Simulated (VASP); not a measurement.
# B (R-3m) in VASP: notebook, part 2 of 2

VASP 6.6.1. Earlier steps stand in the parts before.

### Step 4. Single point, PBE, non-collinear spin, zero start, spin-orbit coupling

INCAR

```
SYSTEM = B
PREC     = Accurate       ! precision mode
ENCUT    = 520            ! plane-wave cutoff, eV
EDIFF    = 1E-6           ! SCF threshold, eV
ISMEAR   = 0              ! smearing method
SIGMA    = 0.05           ! smearing width, eV
LREAL    = .FALSE.        ! projectors in reciprocal space
LASPH    = .TRUE.         ! aspherical terms in the spheres
NELM     = 150            ! most SCF steps
ALGO     = Normal         ! electronic algorithm
ISIF     = 2              ! what is computed and relaxed
LWAVE    = .FALSE.        ! write WAVECAR
LCHARG   = .FALSE.        ! write CHGCAR
LNONCOLLINEAR= .TRUE.         ! non-collinear magnetism
MAGMOM   = 0 0 0 0 0 0 0 0 0 0 0 0 0 0 0 0 0 0 0 0 0 0 0 0 0 0 0 0 0 0 0 0 0 0 0 0 ! initial moments
LORBIT   = 11             ! projections on sites
LSORBIT  = .TRUE.         ! spin-orbit coupling
GGA_COMPAT= .FALSE.      
LORBMOM  = .TRUE.       
GGA      = PE             ! functional
NBANDS   = 58             ! bands
```

KPOINTS

```
Automatic mesh
0
G
  6 6 6
  0 0 0
```

POSCAR

```
B
1.0
    2.4497829092      1.4143828221      4.1814423480
   -2.4497829092      1.4143828221      4.1814423480
    0.0000000000     -2.8287656441      4.1814423480
B
12
Direct
    0.0102905359      0.6540313116      0.0102905359
    0.0102905359      0.0102905359      0.6540313116
    0.6540313116      0.0102905359      0.0102905359
    0.9897094641      0.3459686884      0.9897094641
    0.9897094641      0.9897094641      0.3459686884
    0.3459686884      0.9897094641      0.9897094641
    0.2209565953      0.6307642030      0.2209565953
    0.2209565953      0.2209565953      0.6307642030
    0.6307642030      0.2209565953      0.2209565953
    0.7790434047      0.3692357970      0.7790434047
    0.7790434047      0.7790434047      0.3692357970
    0.3692357970      0.7790434047      0.7790434047
```

Potentials or basis: VASP PAW PBE potentials, release 64 (B).

The run is started by

```console
$ cat potpaw_PBE.64/B/POTCAR > POTCAR
$ mpirun -np 1 vasp_ncl > vasp.out
```

OUTCAR:

```text
SYSTEM = B
   PREC = Accurate
   ENCUT = 520
   EDIFF = 1E-6
   ISMEAR = 0
   LREAL = .FALSE.
   LASPH = .TRUE.
   NELM = 150
   ISIF = 2
   LNONCOLLINEAR = .TRUE.
   LORBIT = 11
   LSORBIT = .TRUE.
   GGA = PE

 ion  position               nearest neighbor table
   1  0.010  0.654  0.010-   4 1.67   2 1.75   3 1.75   7 1.79  11 1.80  12 1.80
   2  0.010  0.010  0.654-   5 1.67   3 1.75   1 1.75   8 1.79  10 1.80  12 1.80
   3  0.654  0.010  0.010-   6 1.67   2 1.75   1 1.75   9 1.79  11 1.80  10 1.80
   4  0.990  0.346  0.990-   1 1.67   5 1.75   6 1.75  10 1.79   8 1.80   9 1.80
   5  0.990  0.990  0.346-   2 1.67   4 1.75   6 1.75  11 1.79   9 1.80   7 1.80
   6  0.346  0.990  0.990-   3 1.67   5 1.75   4 1.75  12 1.79   8 1.80   7 1.80
   7  0.221  0.631  0.221-  12 1.78  11 1.78   1 1.79   6 1.80   5 1.80   8 2.01   9 2.01
   8  0.221  0.221  0.631-  10 1.78  12 1.78   2 1.79   4 1.80   6 1.80   7 2.01   9 2.01
   9  0.631  0.221  0.221-  10 1.78  11 1.78   3 1.79   4 1.80   5 1.80   8 2.01   7 2.01
  10  0.779  0.369  0.779-   9 1.78   8 1.78   4 1.79   3 1.80   2 1.80  11 2.01  12 2.01
  11  0.779  0.779  0.369-   7 1.78   9 1.78   5 1.79   3 1.80   1 1.80  10 2.01  12 2.01
  12  0.369  0.779  0.779-   7 1.78   8 1.78   6 1.79   1 1.80   2 1.80  11 2.01  10 2.01

  LATTYP: Found a trigonal (rhomboedric) cell.
 ALAT       =     5.0484032307
 COS(alpha) =     0.5290474805

  Lattice vectors:

 A1 = (   2.4497829092,   1.4143828221,   4.1814423480)
 A2 = (  -2.4497829092,   1.4143828221,   4.1814423480)
 A3 = (   0.0000000000,  -2.8287656441,   4.1814423480)

Analysis of symmetry for initial positions (statically):
=====================================================================
 Subroutine PRICEL returns:
 Original cell was already a primitive cell.

 Routine SETGRP: Setting up the symmetry group for a
 trigonal (rhombohedral) supercell.

 Subroutine GETGRP returns: Found 12 space group operations
 (whereof 12 operations were pure point group operations)
 out of a pool of 12 trial point group operations.

The static configuration has the point symmetry D_3d.

Analysis of symmetry for dynamics (positions and initial velocities):
=====================================================================
 Subroutine PRICEL returns:
 Original cell was already a primitive cell.

 Routine SETGRP: Setting up the symmetry group for a
 trigonal (rhombohedral) supercell.

 Subroutine GETGRP returns: Found 12 space group operations
 (whereof 12 operations were pure point group operations)
 out of a pool of 12 trial point group operations.

The dynamic configuration has the point symmetry D_3d.

Analysis of structural, dynamic, and magnetic symmetry:
=====================================================================
 Subroutine PRICEL returns:
 Original cell was already a primitive cell.

 Routine SETGRP: Setting up the symmetry group for a
 trigonal (rhombohedral) supercell.

 Subroutine GETGRP returns: Found 12 space group operations
 (whereof 12 operations were pure point group operations)
 out of a pool of 12 trial point group operations.

The overall configuration has the point symmetry D_3d.

 Subroutine INISYM returns: Found 12 space group operations
 (whereof 12 operations are pure point group operations),
 and found     1 'primitive' translations

----------------------------------------------------------------------------------------

                                     Primitive cell

  volume of cell :      86.9305

  direct lattice vectors                    reciprocal lattice vectors
     2.449782909  1.414382822  4.181442348     0.204099718  0.117837027  0.079717309
    -2.449782909  1.414382822  4.181442348    -0.204099718  0.117837027  0.079717309
     0.000000000 -2.828765644  4.181442348     0.000000000 -0.235674054  0.079717309

  length of vectors
     5.048403231  5.048403231  5.048403231     0.248791296  0.248791296  0.248791296

[... 1445 lines left out ...]
 11         0.000   0.000
 12        -0.000  -0.000
 --------------------------------
            0.000   0.000

 orbital moment (y)

 # of ion     p       tot
 --------------------------------
  1         0.000   0.000
  2         0.000   0.000
  3        -0.000  -0.000
  4         0.000   0.000
  5         0.000   0.000
  6        -0.000  -0.000
  7        -0.000  -0.000
  8         0.000   0.000
  9         0.000   0.000
 10        -0.000  -0.000
 11         0.000   0.000
 12         0.000   0.000
 --------------------------------
           -0.000  -0.000

 orbital moment (z)

 # of ion     p       tot
 --------------------------------
  1        -0.000  -0.000
  2         0.000   0.000
  3         0.000   0.000
  4        -0.000  -0.000
  5         0.000   0.000
  6         0.000   0.000
  7         0.000   0.000
  8        -0.000  -0.000
  9        -0.000  -0.000
 10         0.000   0.000
 11        -0.000  -0.000
 12        -0.000  -0.000
 --------------------------------
           -0.000  -0.000

 Spin-Orbit-Coupling matrix elements

 Ion:    1  E_soc:     -0.0000028
 l=   1
     0.0000000    -0.0000005    -0.0000004
    -0.0000005     0.0000000    -0.0000005
    -0.0000004    -0.0000005     0.0000000
 l=   2
     0.0000000     0.0000000     0.0000000     0.0000000     0.0000000
     0.0000000     0.0000000     0.0000000     0.0000000     0.0000000
     0.0000000     0.0000000     0.0000000     0.0000000     0.0000000
     0.0000000     0.0000000     0.0000000     0.0000000     0.0000000
     0.0000000     0.0000000     0.0000000     0.0000000     0.0000000
 l=   3
     0.0000000     0.0000000     0.0000000     0.0000000     0.0000000     0.0000000     0.0000000
     0.0000000     0.0000000     0.0000000     0.0000000     0.0000000     0.0000000     0.0000000
     0.0000000     0.0000000     0.0000000     0.0000000     0.0000000     0.0000000     0.0000000
     0.0000000     0.0000000     0.0000000     0.0000000     0.0000000     0.0000000     0.0000000
[... 209 lines left out ...]
 l=   2
     0.0000000     0.0000000     0.0000000     0.0000000     0.0000000
     0.0000000     0.0000000     0.0000000     0.0000000     0.0000000
     0.0000000     0.0000000     0.0000000     0.0000000     0.0000000
     0.0000000     0.0000000     0.0000000     0.0000000     0.0000000
     0.0000000     0.0000000     0.0000000     0.0000000     0.0000000
 l=   3
     0.0000000     0.0000000     0.0000000     0.0000000     0.0000000     0.0000000     0.0000000
     0.0000000     0.0000000     0.0000000     0.0000000     0.0000000     0.0000000     0.0000000
     0.0000000     0.0000000     0.0000000     0.0000000     0.0000000     0.0000000     0.0000000
     0.0000000     0.0000000     0.0000000     0.0000000     0.0000000     0.0000000     0.0000000
     0.0000000     0.0000000     0.0000000     0.0000000     0.0000000     0.0000000     0.0000000
     0.0000000     0.0000000     0.0000000     0.0000000     0.0000000     0.0000000     0.0000000
     0.0000000     0.0000000     0.0000000     0.0000000     0.0000000     0.0000000     0.0000000

 total charge

# of ion       s       p       d       tot
------------------------------------------
    1        0.707   1.400   0.000   2.107
    2        0.707   1.400   0.000   2.107
    3        0.707   1.400   0.000   2.107
    4        0.707   1.400   0.000   2.107
    5        0.707   1.400   0.000   2.107
    6        0.707   1.400   0.000   2.107
    7        0.658   1.290   0.000   1.947
    8        0.658   1.290   0.000   1.947
    9        0.658   1.290   0.000   1.947
   10        0.658   1.290   0.000   1.947
   11        0.658   1.290   0.000   1.947
   12        0.658   1.290   0.000   1.947
--------------------------------------------------
tot          8.187  16.138   0.000  24.325

 magnetization (x)

# of ion       s       p       d       tot
------------------------------------------
    1       -0.000   0.000   0.000  -0.000
    2        0.000  -0.000   0.000   0.000
    3       -0.000   0.000   0.000  -0.000
    4       -0.000   0.000   0.000  -0.000
    5        0.000  -0.000   0.000   0.000
    6       -0.000   0.000   0.000  -0.000
    7        0.000   0.000   0.000   0.000
    8       -0.000  -0.000   0.000  -0.000
    9        0.000   0.000   0.000   0.000
   10        0.000   0.000   0.000   0.000
   11       -0.000  -0.000   0.000  -0.000
   12        0.000   0.000   0.000   0.000
--------------------------------------------------
tot         -0.000  -0.000   0.000  -0.000

 magnetization (y)

# of ion       s       p       d       tot
------------------------------------------
    1       -0.000   0.000   0.000  -0.000
    2        0.000   0.000   0.000   0.000
    3        0.000  -0.000   0.000   0.000
    4       -0.000   0.000   0.000  -0.000
    5        0.000   0.000   0.000   0.000
    6        0.000  -0.000   0.000   0.000
    7        0.000   0.000   0.000   0.000
    8        0.000   0.000   0.000   0.000
    9       -0.000  -0.000   0.000  -0.000
   10        0.000   0.000   0.000   0.000
   11        0.000   0.000   0.000   0.000
   12       -0.000  -0.000   0.000  -0.000
--------------------------------------------------
tot          0.000  -0.000   0.000  -0.000

 magnetization (z)

# of ion       s       p       d       tot
------------------------------------------
    1        0.000   0.000   0.000   0.000
    2        0.000   0.000   0.000   0.000
    3        0.000  -0.000   0.000  -0.000
    4        0.000   0.000   0.000   0.000
    5        0.000   0.000   0.000   0.000
    6       -0.000  -0.000   0.000  -0.000
    7        0.000   0.000   0.000   0.000
    8        0.000   0.000   0.000   0.000
    9        0.000  -0.000   0.000  -0.000
   10        0.000   0.000   0.000   0.000
   11        0.000   0.000   0.000   0.000
   12        0.000   0.000   0.000   0.000
--------------------------------------------------
tot          0.000   0.000   0.000   0.000
```

Run time: 5.4 min. Hardware: 1 thread of Intel Xeon 6975P-C (Granite Rapids), shared host; peak memory 0.58 GiB.

What came out:

```yaml
Free_energy: -80.4587 eV
Pressure: 0.1 GPa
Largest_force: 0.029 eV/Å
Net_moment: 0.00 μB per cell
Valence_electrons_inside_the_program's_atomic_spheres: B 2.11, 1.95
```

Forces on the atoms (eV/Å):
```
B   -0.003  0.001 -0.006
B    0.000 -0.003 -0.006
B    0.003  0.001 -0.006
B    0.003 -0.001  0.006
B    0.000  0.003  0.006
B   -0.003 -0.001  0.006
B    0.025 -0.014  0.006
B    0.000  0.028  0.006
B   -0.025 -0.014  0.006
B   -0.025  0.014 -0.006
B    0.000 -0.028 -0.006
B    0.025  0.014 -0.006
```

Moments on the atoms (μB; x, y, z):
```
B   0.00 0.00 0.00
B   0.00 0.00 0.00
B   0.00 0.00 0.00
B   0.00 0.00 0.00
B   0.00 0.00 0.00
B   0.00 0.00 0.00
B   0.00 0.00 0.00
B   0.00 0.00 0.00
B   0.00 0.00 0.00
B   0.00 0.00 0.00
B   0.00 0.00 0.00
B   0.00 0.00 0.00
```

### Step 5. Overview

```csv
task,spin,cell,cutoff (eV),gap on the mesh (eV),pressure (GPa),largest force (eV/Å)
single point,off,"a = 5.048 Å, angles 58.1°, 12 atoms",520,1.48,0.1,0.03
relaxation of cell and atoms,off,"relaxed from a = 5.057 Å, angles 58.1°, 12 atoms",600,1.47,0.0,0.03
single point,"non-collinear, zero start, SOC","a = 5.048 Å, angles 58.1°, 12 atoms",520,-,0.1,0.03
```

Alike in all rows: level PBE; potentials or basis VASP PAW PBE potentials, release 64 (B); k mesh 6 × 6 × 6; smearing gaussian 0.05 eV.

Absolute energies hang on the potentials; compare differences alone.
